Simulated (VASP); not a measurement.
Wanted: the native input for a VASP 6.6.1 run.

```
Task                   : single point
Functional             : r2SCAN
Potentials or basis    : VASP PAW PBE potentials, release 64 (Al, As)
Cutoff                 : 550 eV
k mesh                 : 6 × 6 × 6
Occupations            : gaussian, width 0.01 eV
Spin                   : no spin polarisation
Dipole correction      : no
Further INCAR settings : ALGO = Normal; EDIFF = 1e-06; NBANDS = 11
```

Crystal: AlAs.

```
Al As
1.0
     0.00000    2.83893    2.83893
     2.83893    0.00000    2.83893
     2.83893    2.83893    0.00000
Al As
1 1
Direct
  0.00000 0.00000 0.00000
  0.25000 0.25000 0.25000
```

The input as run:

POSCAR

```
AlAs
1.0
    0.0000000000      2.8389251754      2.8389251754
    2.8389251754      0.0000000000      2.8389251754
    2.8389251754      2.8389251754      0.0000000000
Al As
1 1
Direct
    0.0000000000      0.0000000000      0.0000000000
    0.2500000000      0.2500000000      0.2500000000
```

INCAR.step1

```
ALGO     = Normal         # electronic algorithm
EDIFF    = 1E-5           # SCF threshold, eV
ENCUT    = 550            # plane-wave cutoff, eV
GGA      = PE             # functional
GGA_COMPAT= False        
ISMEAR   = 0              # smearing method
LASPH    = True           # aspherical terms in the spheres
LCHARG   = False          # write CHGCAR
LREAL    = False          # projectors in reciprocal space
LWAVE    = True           # write WAVECAR
NBANDS   = 11             # bands
NELM     = 120            # most SCF steps
PREC     = Accurate       # precision mode
SIGMA    = 0.01           # smearing width, eV
```

INCAR.step2

```
ALGO     = Normal         # electronic algorithm
EDIFF    = 1E-6           # SCF threshold, eV
ENCUT    = 550            # plane-wave cutoff, eV
GGA_COMPAT= False        
ISIF     = 2              # what is computed and relaxed
ISMEAR   = 0              # smearing method
ISTART   = 1            
LASPH    = True           # aspherical terms in the spheres
LCHARG   = True           # write CHGCAR
LELF     = True           # ELF
LMIXTAU  = True         
LREAL    = False          # projectors in reciprocal space
LVHAR    = True         
LWAVE    = False          # write WAVECAR
METAGGA  = R2SCAN         # meta-GGA
NBANDS   = 11             # bands
NELM     = 120            # most SCF steps
PREC     = Accurate       # precision mode
SIGMA    = 0.01           # smearing width, eV
```

KPOINTS

```
k-points
0
Gamma
  6 6 6
```

Potentials or basis: VASP PAW PBE potentials, release 64 (Al, As).

Run with:

```sh
$ cat potpaw_PBE.64/Al/POTCAR potpaw_PBE.64/As/POTCAR > POTCAR
$ cp INCAR.step1 INCAR
$ mpirun -np 1 vasp_std > vasp.out
$ cp INCAR.step2 INCAR
$ mpirun -np 1 vasp_std > vasp.out
```

It gave:

The pressure is 0.0 GPa and the band gap on the k mesh is 1.80 eV (least direct gap 2.63 eV).

Caveat: the PAW data sets were made with another functional, which shifts forces and pressure a little.

It took 62 s on 1 thread of Intel Xeon 8259CL (shared host), peak memory 0.18 GiB.
